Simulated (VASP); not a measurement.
Input of a VASP 6.6.1 run:

Contents of INCAR:

```
SYSTEM = WS2
ALGO     = Normal         ! electronic algorithm
EDIFF    = 1E-6           ! SCF threshold, eV
ENCUT    = 520            ! plane-wave cutoff, eV
GGA      = PS             ! functional
ISIF     = 2              ! what is computed and relaxed
ISMEAR   = 0              ! smearing method
LASPH    = .True.         ! aspherical terms in the spheres
LCHARG   = .False.        ! write CHGCAR
LREAL    = .False.        ! projectors in reciprocal space
LWAVE    = .False.        ! write WAVECAR
NBANDS   = 35             ! bands
NELM     = 80             ! most SCF steps
PREC     = Accurate       ! precision mode
SIGMA    = 0.05           ! smearing width, eV
```

Contents of KPOINTS:

```
k-points
0
Gamma
  12 12 2
  0 0 0
```

The input POSCAR:

```
WS2
1.0
    3.2012002007      0.0000000000      0.0000000000
   -1.6006001004      2.7723206964      0.0000000000
    0.0000000000      0.0000000000     12.9184432105
W S
2 4
Direct
    0.3333333333      0.6666666667      0.2500000000
    0.6666666667      0.3333333333      0.7500000000
    0.3333333333      0.6666666667      0.6134192893
    0.6666666667      0.3333333333      0.1134192893
    0.3333333333      0.6666666667      0.8865807107
    0.6666666667      0.3333333333      0.3865807107
```

Potentials or basis: VASP PAW PBE potentials, release 64 (W_sv, S).

The run is started by

```bash
$ cat potpaw_PBE.64/W_sv/POTCAR potpaw_PBE.64/S/POTCAR > POTCAR
$ mpirun -np 1 vasp_std > vasp.out
```

**Question.** What does it give for the largest force?

**Answer.** 3.239 eV/Å.

**Question.** Predict the pressure.

**Answer.** -19.9 GPa.

**Question.** What does it give for the band gap on the k mesh?

**Answer.** 0.80 eV (least direct gap 1.64 eV).

Forces on the atoms (eV/Å):
```
W    0.000  0.000  0.000
W    0.000  0.000  0.000
S    0.000  0.000  3.239
S    0.000  0.000  3.239
S    0.000  0.000 -3.239
S    0.000  0.000 -3.239
```

Caveat: the cell differs from its parent crystal (atoms shifted along a free coordinate); the cell stands under tension; the PAW data sets were made with another functional, which shifts forces and pressure a little; spin-orbit coupling is left out, which moves the levels of the heavy elements; this functional lacks dispersion, which binds the layers, so the pressure and a relaxed spacing across them are unreliable. A k mesh can miss the band edges.
